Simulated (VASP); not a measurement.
A run of VASP 6.6.1:

The input INCAR:

```
ALGO = Normal
EDIFF = 1E-7
ENCUT = 520
GGA = PS
ISIF = 2
ISMEAR = -1
LASPH = T
LCHARG = F
LREAL = F
LWAVE = F
NBANDS = 30
NELM = 100
PREC = Accurate
SIGMA = 0.1
```

Contents of KPOINTS:

```
k-points
0
Gamma
  10 10 10
```

POSCAR

```
Cu3Pd
1.0
    3.6540710143      0.0000000000      0.0000000000
    0.0000000000      3.6540710143      0.0000000000
    0.0000000000      0.0000000000      3.6540710143
Cu Pd
3 1
Direct
    0.0000000000      0.5000000000      0.5000000000
    0.5000000000      0.0000000000      0.5000000000
    0.5000000000      0.5000000000      0.0000000000
    0.0000000000      0.0000000000      0.0000000000
```

Potentials or basis: VASP PAW PBE potentials, release 64 (Cu, Pd).

Launch:

```console
$ cat potpaw_PBE.64/Cu/POTCAR potpaw_PBE.64/Pd/POTCAR > POTCAR
$ mpirun -np 1 vasp_std > vasp.out
```

Hardware: 1 thread of Intel(R) Xeon(R) 6975P-C (Granite Rapids), with other jobs on the host.

Task: How long does it take, and how much memory?

Result: Run time: 38 s on 1 thread of Intel(R) Xeon(R) 6975P-C (Granite Rapids), with other jobs on the host, peak memory 0.2 GiB. Counts: scf iterations 16, k points 56.
